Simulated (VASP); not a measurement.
Set up this calculation in VASP 6.6.1, as the native input.

- Task: single point
- Functional: PBE
- Potentials or basis: VASP PAW PBE potentials, release 64 (V_sv, O)
- Cutoff: 600 eV
- k mesh: 6 × 6 × 6
- Occupations: gaussian, width 0.05 eV
- Spin: no spin polarisation
- Dipole correction: no
- Further INCAR settings: ALGO = Normal; EDIFF = 1e-06; NBANDS = 55

The structure of V2O3 lies in POSCAR:

```
V2O3
1.0
    2.4259268849      1.4006095401      4.7705933068
   -2.4259268849      1.4006095401      4.7705933068
    0.0000000000     -2.8012190801      4.7705933068
V O
4 6
Direct
    0.3402853339      0.3402853339      0.3402853339
    0.1597146661      0.1597146661      0.1597146661
    0.6597146661      0.6597146661      0.6597146661
    0.8402853339      0.8402853339      0.8402853339
    0.5744492821      0.9255507179      0.2500000000
    0.2500000000      0.5744492821      0.9255507179
    0.9255507179      0.2500000000      0.5744492821
    0.4255507179      0.0744492821      0.7500000000
    0.7500000000      0.4255507179      0.0744492821
    0.0744492821      0.7500000000      0.4255507179
```

These files were run (other wordings do the same):

INCAR

```
PREC     = Accurate       # precision mode
ENCUT    = 600            # plane-wave cutoff, eV
EDIFF    = 1E-6           # SCF threshold, eV
ISMEAR   = 0              # smearing method
SIGMA    = 0.05           # smearing width, eV
LREAL    = False          # projectors in reciprocal space
LASPH    = True           # aspherical terms in the spheres
NELM     = 120            # most SCF steps
ALGO     = Normal         # electronic algorithm
ISIF     = 2              # what is computed and relaxed
LWAVE    = False          # write WAVECAR
LCHARG   = False          # write CHGCAR
GGA      = PE             # functional
NBANDS   = 55             # bands
GGA_COMPAT= False
```

KPOINTS

```
regular mesh
0
Gamma
  6 6 6
```

Potentials or basis: VASP PAW PBE potentials, release 64 (V_sv, O).

Run with:

```console
$ cat potpaw_PBE.64/V_sv/POTCAR potpaw_PBE.64/O/POTCAR > POTCAR
$ mpirun -np 1 vasp_std > vasp.out
```

Results of the run:

* Pressure: -2.3 GPa
* Largest force: 0.186 eV/Å
* Band gap on the k mesh: zero (bands 44 and 45 overlap by 0.16 eV)

Caveat: the run has no spin polarisation, though such a crystal can be magnetic; semilocal functionals often make such compounds metallic where correlation or magnetic order opens a gap, which also shifts bond lengths.

Run time: 4.4 min on 1 thread of Intel(R) Xeon(R) Platinum 8259CL CPU @ 2.50GHz (Skylake/Cascade Lake) (shared host), peak memory 0.4 GiB.
